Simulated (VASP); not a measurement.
## KCl: single point with r2SCAN

KCl:

```xyz
2
Lattice="0.0000 3.1650 3.1650 3.1650 0.0000 3.1650 3.1650 3.1650 0.0000" Properties=species:S:1:pos:R:3 pbc="T T T"
K     0.0000    0.0000    0.0000
Cl    3.1650    3.1650    3.1650
```

```json
{"Program": "VASP 6.6.1", "Task": "single point", "Functional": "r2SCAN", "Potentials or basis": "VASP PAW PBE potentials, release 64 (K_sv, Cl)", "Cutoff": "520 eV", "k mesh": "5 × 5 × 5", "Occupations": "fermi-dirac, width 0.031 eV", "Spin": "collinear spin", "Starting moments": "[2.0, -0.5] μB", "Dipole correction": "no", "Charge": "1", "Further INCAR settings": "ALGO = Normal; EDIFF = 1e-07; NBANDS = 19; ISYM = 0; NELECT = 15.0"}
```

```
Net moment                                            : -1.00 μB per cell
Site moments                                          : K -0.01; Cl -0.75 μB
Valence electrons inside the program's atomic spheres : K 7.62; Cl 4.87
```

Levels at points of the mesh, in eV from the Fermi level:
Spin up:
```tsv
k point	band 4	band 5	band 6	band 7	band 8	band 9	band 10	band 11
(0.00, 0.00, 0.00)	-9.11	-9.11	0.21	0.21	0.21	7.51	10.75	10.75
```
Spin down:
| k point | band 4 | band 5 | band 6 | band 7 | band 8 | band 9 | band 10 | band 11 | band 12 | band 13 |
| --- | --- | --- | --- | --- | --- | --- | --- | --- | --- | --- |
| (0.00, 0.00, 0.00) | -9.12 | -9.12 | -1.02 | -1.02 | -1.02 | 7.34 | 10.55 | 10.55 | 10.55 | 11.38 |

It took 20 min on 1 thread of Intel Xeon 8259CL (shared host), peak memory 0.33 GiB.

Caveat: the cell carries a net charge on a neutralising background, which shifts energy and pressure; the cell is charged against a uniform background, so pressure and absolute levels hang on convention.
